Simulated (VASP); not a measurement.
# W4C in VASP: further runs

The runs below take W4C through single point, with PBE.

All numbers are computed with VASP 6.6.1; they aren't measurements. Logs are shortened: lines on timing, memory, paths and dates and some standing lists are left out, and cuts for length are marked.

## Step 1: The cell of the first run

The cell holds a slab with vacuum, 5 atoms: a = 2.855 Å, b = 4.037 Å, c = 19.457 Å, α = 90.00°, β = 90.00°, γ = 90.00°.

## Step 2: Single point, PBE

The input, INCAR:

```
PREC = Accurate ; ENCUT = 520
EDIFF = 1E-7 ; ISMEAR = 0
SIGMA = 0.1 ; LREAL = F
LASPH = T ; NELM = 60
ALGO = Normal ; ISIF = 2
LWAVE = F ; LCHARG = F
LDIPOL = T ; IDIPOL = 3
DIPOL = 0.5 0.5 0.341 ; GGA = PE
NBANDS = 38
```

The input, KPOINTS:

```
regular mesh
0
Gamma
  9 7 1
```

The input, POSCAR:

```
W4C
1.0
    2.8547213223      0.0000000000      0.0000000000
    0.0000000000      4.0371856107      0.0000000000
    0.0000000000      0.0000000000     19.4570327473
W C
4 1
Direct
    0.5000000000      0.5000000000      0.2055811928
    0.0000000000      0.0000000000      0.2789408195
    0.5000000000      0.5000000000      0.3513926690
    0.0000000000      0.0000000000      0.4089540708
    0.5000000000      0.2000000000      0.4577211205
```

Potentials or basis: VASP PAW PBE potentials, release 64 (W_sv, C).

Started as:

```sh
> cat potpaw_PBE.64/W_sv/POTCAR potpaw_PBE.64/C/POTCAR > POTCAR
> mpirun -np 1 vasp_std > vasp.out
```

OUTCAR:

```text
PREC = Accurate
   ENCUT = 520
   EDIFF = 1E-7
   ISMEAR = 0
   LREAL = F
   LASPH = T
   NELM = 60
   ISIF = 2
   GGA = PE

 ion  position               nearest neighbor table
   1  0.500  0.500  0.206-   3 2.84   2 2.85   2 2.85   2 2.85   2 2.85
   2  0.000  0.000  0.279-   4 2.53   3 2.85   3 2.85   3 2.85   3 2.85   1 2.85   1 2.85   1 2.85
                             1 2.85
   3  0.500  0.500  0.351-   5 2.40   4 2.71   4 2.71   4 2.71   4 2.71   1 2.84   2 2.85   2 2.85
                             2 2.85   2 2.85
   4  0.000  0.000  0.409-   5 1.89   5 1.89   2 2.53   3 2.71   3 2.71   3 2.71   3 2.71
   5  0.500  0.200  0.458-   4 1.89   4 1.89   3 2.40

  LATTYP: Found a simple orthorhombic cell.
 ALAT       =     2.8547213223
 B/A-ratio  =     1.4142135623
 C/A-ratio  =     6.8157380531

  Lattice vectors:

 A1 = (   2.8547213223,   0.0000000000,   0.0000000000)
 A2 = (   0.0000000000,   4.0371856107,   0.0000000000)
 A3 = (   0.0000000000,   0.0000000000,  19.4570327473)

Analysis of symmetry for initial positions (statically):
=====================================================================
 Subroutine PRICEL returns:
 Original cell was already a primitive cell.

 Routine SETGRP: Setting up the symmetry group for a
 simple orthorhombic supercell.

 Subroutine GETGRP returns: Found  2 space group operations
 (whereof  2 operations were pure point group operations)
 out of a pool of  8 trial point group operations.

The static configuration has the point symmetry C_1h.

Analysis of symmetry for dynamics (positions and initial velocities):
=====================================================================
 Subroutine PRICEL returns:
 Original cell was already a primitive cell.

 Routine SETGRP: Setting up the symmetry group for a
 simple orthorhombic supercell.

 Subroutine GETGRP returns: Found  2 space group operations
 (whereof  2 operations were pure point group operations)
 out of a pool of  8 trial point group operations.

The dynamic configuration has the point symmetry C_1h.

 Subroutine INISYM returns: Found  2 space group operations
 (whereof  2 operations are pure point group operations),
 and found     1 'primitive' translations

----------------------------------------------------------------------------------------

                                     Primitive cell

  volume of cell :     224.2431

  direct lattice vectors                    reciprocal lattice vectors
     2.854721322  0.000000000  0.000000000     0.350296890  0.000000000  0.000000000
     0.000000000  4.037185611  0.000000000     0.000000000  0.247697306  0.000000000
     0.000000000  0.000000000 19.457032747     0.000000000  0.000000000  0.051395298

  length of vectors
     2.854721322  4.037185611 19.457032747     0.350296890  0.247697306  0.051395298

  position of ions in fractional coordinates (direct lattice)
     0.500000000  0.500000000  0.205581193
     0.000000000  0.000000000  0.278940820
     0.500000000  0.500000000  0.351392669
     0.000000000  0.000000000  0.408954071
     0.500000000  0.200000000  0.457721120

  ion indices of the primitive-cell ions
   primitive index   ion index
                 1           1
                 2           2
                 3           3
                 4           4
                 5           5

----------------------------------------------------------------------------------------

 KPOINTS: regular mesh

Automatic generation of k-mesh.
 Grid dimensions read from file:
 generate k-points for:    9    7    1

 Generating k-lattice:

  Cartesian coordinates                     Fractional coordinates (reciprocal lattice)
     0.038921877  0.000000000  0.000000000     0.111111111  0.000000000  0.000000000
     0.000000000  0.035385329  0.000000000     0.000000000  0.142857143  0.000000000
     0.000000000  0.000000000  0.051395298     0.000000000  0.000000000  1.000000000

  Length of vectors
     0.038921877  0.035385329  0.051395298

  Shift w.r.t. Gamma in fractional coordinates (k-lattice)
     0.000000000  0.000000000  0.000000000

 Subroutine IBZKPT returns following result:
 ===========================================

 Found     20 irreducible k-points:

 Following reciprocal coordinates:
            Coordinates               Weight
  0.000000  0.000000  0.000000      1.000000
  0.111111  0.000000  0.000000      2.000000
  0.222222  0.000000  0.000000      2.000000
  0.333333  0.000000  0.000000      2.000000
  0.444444  0.000000  0.000000      2.000000
  0.000000  0.142857  0.000000      2.000000
[... 12 lines left out ...]
  0.333333  0.428571  0.000000      4.000000
  0.444444  0.428571  0.000000      4.000000
   k-points           NKPTS =     20   k-points in BZ     NKDIM =     20   number of bands    NBANDS=     38
   number of dos      NEDOS =    301   number of ions     NIONS =      5
   total plane-waves  NPLWV = 108000
   dimension x,y,z NGX =    24 NGY =   30 NGZ =  150
   dimension x,y,z NGXF=    48 NGYF=   60 NGZF=  300
   ions per type =               4   1
   NGX,Y,Z   is equivalent  to a cutoff of  13.98, 12.35, 12.82 a.u.
   NGXF,Y,Z  is equivalent  to a cutoff of  27.95, 24.71, 25.63 a.u.
 SYSTEM =  unknown system
   PREC   = accura    normal or accurate (medium, high low for compatibility)
   ISTART =      0    job   : 0-new  1-cont  2-samecut
   ICHARG =      2    charge: 1-file 2-atom 10-const
   ISPIN  =      1    spin polarized calculation?
   LNONCOLLINEAR =      F non collinear calculations
   LSORBIT =      F    spin-orbit coupling
   LASPH  =      T    aspherical Exc in radial PAW
   ENCUT  =  520.0 eV  38.22 Ry    6.18 a.u.   5.31  7.51 36.18*2*pi/ulx,y,z
   NELM   =     60;   NELMIN=  2; NELMDL= -5     # of ELM steps
   EDIFF  = 0.1E-06   stopping-criterion for ELM
   LREAL  =      F    real-space projection
   EDIFFG = 0.1E-05   stopping-criterion for IOM
   NSW    =      0    number of steps for IOM
   IBRION =     -1    ionic relax: 0-MD 1-quasi-New 2-CG
   NFREE  =      0    steps in history (QN), initial steepest desc. (CG)
   ISIF   =      2    stress and relaxation
   ISYM   =      2    0-nonsym 1-usesym 2-fastsym
   POTIM  = 0.5000    time-step for ionic-motion
   TEBEG  =    0.0;   TEEND  =   0.0 temperature during run
   PSTRESS=    0.0 pullay stress
   NELECT =      60.0000    total number of electrons
   NUPDOWN=      -1.0000    fix difference up-down
   EMIN   =  10.00;   EMAX   =-10.00  energy-range for DOS
   EFERMI =   0.00;   METHOD = LEGACY
   ISMEAR =     0;   SIGMA  =   0.10  broadening in eV -4-tet -1-fermi 0-gaus
   EFERMI_NEDOS =   21; number of points for ismear=-14 and -15
   IALGO  =     38    algorithm
   IMIX   =      4    mixing-type and parameters
     AMIX     =   0.40;   BMIX     =  1.00
     AMIX_MAG =   1.60;   BMIX_MAG =  1.00
  volume/ion in A,a.u.               =      44.85       302.65
  Fermi-wavevector in a.u.,A,eV,Ry     =   1.054918  1.993507 15.141284  1.112853
  Thomas-Fermi vector in A             =   2.190097
   LORBIT       =      0    0 simple, 1 ext, 2 COOP (PROOUT), +10 PAW based schemes
   GGA     = PE    functional components
   LHFCALC =     F    Hartree Fock is set to
   AEXX    =    0.0000 exact exchange contribution
   IVDW    =     0    specifies the selected vdW correction
   LEPSILON=     F    determine dielectric tensor
   LRPA    =     F    only Hartree local field effects (RPA)
 non-spin polarized calculation
 Gauss-broadening in eV      SIGMA  =   0.10
  energy-cutoff  :      520.00
  volume of cell :      224.24
 maximum number of plane-waves:      6071
 NGX is ok and might be reduce to    24
   NGX = 11   NGY = 15   NGZ = 73

 dipolmoment           0.000000      0.000000     -0.027221 electrons x Angstroem

 number of electron      59.9999989 magnetization

 dipolmoment           0.000000      0.000000      0.090915 electrons x Angstroem

 Free energy of the ion-electron system (eV)
  ---------------------------------------------------
  ext. energy  EPLUGINS =         0.00000000
  ---------------------------------------------------
  free energy    TOTEN  =       -53.33393800 eV

  energy without entropy =      -53.31491980  energy(sigma->0) =      -53.32442890

 E-fermi :   0.0333     XC(G=0):  -5.2718

 val. band max:       -0.0330445940   @ k =   0.0000   0.4286   0.0000
 cond. band min:       0.0533345998   @ k =   0.0000   0.4286   0.0000
 fundamental gap:      0.0863791938
 Fermi energy:         0.0332826493

 k-point     1 :       0.0000    0.0000    0.0000
  band No.  band energies     occupation
      1     -73.8825      2.00000
      2     -73.6824      2.00000
      3     -73.5937      2.00000
      4     -73.3283      2.00000
      5     -38.4823      2.00000
      6     -38.3097      2.00000
[... 30 lines left out ...]
     37       2.8472      0.00000
     38       3.4745      0.00000

 k-point     2 :       0.1111    0.0000    0.0000
  band No.  band energies     occupation
      1     -73.8779      2.00000
      2     -73.6752      2.00000
      3     -73.5917      2.00000
      4     -73.3251      2.00000
      5     -38.4424      2.00000
      6     -38.3111      2.00000
[... 30 lines left out ...]
     37       2.6022      0.00000
     38       2.8059      0.00000

 k-point     3 :       0.2222    0.0000    0.0000
  band No.  band energies     occupation
      1     -73.8663      2.00000
      2     -73.6561      2.00000
      3     -73.5878      2.00000
      4     -73.3172      2.00000
      5     -38.3344      2.00000
      6     -38.3295      2.00000
[... 30 lines left out ...]
     37       2.7606      0.00000
[... 617 lines left out ...]
 k-point    19 :       0.3333    0.4286    0.0000
  band No.  band energies     occupation
      1     -73.8517      2.00000
      2     -73.6127      2.00000
      3     -73.6025      2.00000
      4     -73.3111      2.00000
      5     -38.4798      2.00000
      6     -38.3834      2.00000
[... 30 lines left out ...]
     37       3.0740      0.00000
     38       3.4598      0.00000

 k-point    20 :       0.4444    0.4286    0.0000
  band No.  band energies     occupation
      1     -73.8441      2.00000
      2     -73.6017      2.00000
      3     -73.5978      2.00000
      4     -73.3024      2.00000
      5     -38.5819      2.00000
      6     -38.5004      2.00000
[... 30 lines left out ...]
     37       3.3096      0.00000
     38       4.4300      0.00000

------------------------ aborting loop because EDIFF is reached ----------------------------------------

 vacuum level on the upper side and lower side of the slab       (xc-potential included)         0.608        -0.832

  FORCE on cell =-STRESS in cart. coord.  units (eV):
  Direction    XX          YY          ZZ          XY          YZ          ZX
  --------------------------------------------------------------------------------------
  -------------------------------------------------------------------------------------
  Total        6.8393797      3.7985814      3.2033746      0.0000000      0.9616753      0.0000000
  in kB       48.8661646     27.1401957     22.8875477      0.0000000      6.8710006      0.0000000
  external PRESSURE =      32.9646360 kB  Pullay stress =       0.0000000 kB

 VOLUME and BASIS-vectors are now :
 -----------------------------------------------------------------------------
  energy-cutoff  :      520.00
  volume of cell :      224.24
      direct lattice vectors                 reciprocal lattice vectors
     2.854721322  0.000000000  0.000000000     0.350296890  0.000000000  0.000000000
     0.000000000  4.037185611  0.000000000     0.000000000  0.247697306  0.000000000
     0.000000000  0.000000000 19.457032747     0.000000000  0.000000000  0.051395298

 POSITION                                       TOTAL-FORCE (eV/Angst)
 -----------------------------------------------------------------------------------
      1.42736      2.01859      4.00000         0.000000      0.112265      1.905450
      0.00000      0.00000      5.42736         0.000000      0.565632     -3.832999
      1.42736      2.01859      6.83706         0.000000     -0.871456     -0.909286
      0.00000      0.00000      7.95703         0.000000     -1.767769      2.759102
      1.42736      0.80744      8.90589         0.000000      1.961329      0.077733
 -----------------------------------------------------------------------------------
    total drift:                                0.000000     -0.000020      0.000879

  FREE ENERGIE OF THE ION-ELECTRON SYSTEM (eV)
  ---------------------------------------------------
  free  energy   TOTEN  =       -53.3339379987 eV

  energy  without entropy=      -53.3149198042  energy(sigma->0) =      -53.32442890

 vacuum level on the upper side and lower side of the slab         5.523         4.054
```

Wall time 6.8 min (1 thread of Intel Xeon Platinum 8488C (Sapphire Rapids), shared host); peak memory 0.38 GiB.

What came out:

- Free energy: -53.3339 eV
- Largest force: 3.875 eV/Å
- Band gap on the k mesh: zero (bands 30 and 31 overlap by 0.30 eV)

Forces in eV/Å, atoms in the order of the input:
```
W    0.000  0.112  1.905
W    0.000  0.566 -3.833
W    0.000 -0.871 -0.909
W    0.000 -1.768  2.759
C    0.000  1.961  0.078
```

Caveat: spin-orbit coupling is left out, which moves the levels of the heavy elements.

## Step 3: Single point, PBE

The input, INCAR:

```
SYSTEM = W4C
PREC = Accurate
ENCUT = 520
EDIFF = 1E-7
ISMEAR = 0
SIGMA = 0.1
LREAL = .False.
LASPH = .True.
NELM = 60
ALGO = Normal
ISIF = 2
LWAVE = .False.
LCHARG = .False.
LDIPOL = .True.
IDIPOL = 3
DIPOL = 0.5 0.5 0.338
GGA = PE
NBANDS = 38
```

The input, KPOINTS:

```
regular mesh
0
Gamma
  9 7 1
  0 0 0
```

Edit POSCAR of step 2 so:

```diff
@@ -12,2 +12,2 @@
     0.0000000000      0.0000000000      0.4089540708
-    0.5000000000      0.2000000000      0.4577211205
+    0.3333333333      0.5000000000      0.4468437724
```

Potentials or basis: VASP PAW PBE potentials, release 64 (W_sv, C).

Started as:

```sh
> cat potpaw_PBE.64/W_sv/POTCAR potpaw_PBE.64/C/POTCAR > POTCAR
> mpirun -np 1 vasp_std > vasp.out
```

It took 6.1 min on 1 thread of Intel Xeon Platinum 8488C (Sapphire Rapids), shared host; peak memory 0.38 GiB.

The run converged. Its results:

* Free energy: -53.0127 eV
* Largest force: 4.448 eV/Å
* Band gap on the k mesh: zero (bands 30 and 31 overlap by 1.43 eV)

Forces on the atoms (eV/Å):
```
W   -0.059  0.000  1.700
W    0.184  0.000 -2.970
W    0.874  0.000 -3.237
W    0.375  0.000  4.432
C   -1.373  0.000  0.075
```

Levels at points of the mesh, in eV from the Fermi level:
```
           k point  band 28  band 29  band 30  band 31  band 32  band 33
(0.00, 0.00, 0.00)    -0.77    -0.30    -0.23     0.04     0.62     0.90
```

Caveat: spin-orbit coupling is left out, which moves the levels of the heavy elements.

## Step 4: Single point, PBE

The input, INCAR:

```
ALGO = Normal
DIPOL = 0.5 0.5 0.338
EDIFF = 1E-6
ENCUT = 520
GGA = PE
IDIPOL = 3
ISIF = 2
ISMEAR = 0
LASPH = True
LCHARG = False
LDIPOL = True
LREAL = False
LWAVE = False
NBANDS = 38
NELM = 60
PREC = Accurate
SIGMA = 0.1
```

The input, KPOINTS:

```
k-points
0
Gamma
  9 7 1
```

Edit POSCAR of step 3 so:

```diff
@@ -12,2 +12,2 @@
     0.0000000000      0.0000000000      0.4089540708
-    0.3333333333      0.5000000000      0.4468437724
+    0.5000000000      0.4000000000      0.4466022922
```

Started as:

```sh
> cat potpaw_PBE.64/W_sv/POTCAR potpaw_PBE.64/C/POTCAR > POTCAR
> mpirun -np 1 vasp_std > vasp.out
```

Wall time 4.6 min (1 thread of Intel Xeon Platinum 8488C (Sapphire Rapids), shared host); peak memory 0.38 GiB.

It converged, with:

```yaml
Free_energy: -53.1736 eV
Largest_force: 4.377 eV/Å
Band_gap_on_the_k_mesh: zero (bands 30 and 31 overlap by 0.99 eV)
```

Forces on the atoms (eV/Å):
```
W    0.000  0.114  1.729
W    0.000  0.686 -3.061
W    0.000  1.051 -3.112
W    0.000  0.346  4.363
C    0.000 -2.198  0.081
```

Levels at points of the mesh, in eV from the Fermi level:
```tsv
k point	band 28	band 29	band 30	band 31	band 32	band 33
(0.00, 0.00, 0.00)	-0.90	-0.32	-0.08	0.04	0.18	0.77
```

Caveat: spin-orbit coupling is left out, which moves the levels of the heavy elements.

## Step 5: Summary

| cell | gap on the mesh (eV) | largest force (eV/Å) |
| --- | --- | --- |
| as given, atomic positions A | none | 3.87 |
| as given, atomic positions B | none | 4.45 |
| as given, atomic positions C | none | 4.38 |

Alike in all rows: task single point; level PBE; potentials or basis VASP PAW PBE potentials, release 64 (W_sv, C); no spin polarisation; k mesh 9 × 7 × 1; cutoff (eV) 520; smearing gaussian 0.1 eV.

Caveats: spin-orbit coupling is left out, which moves the levels of the heavy elements.

Total energies depend on the potentials used, so only differences within one code and one set of settings carry meaning.

The gap in the log of VASP goes by the Fermi energy; the results here count the filled bands.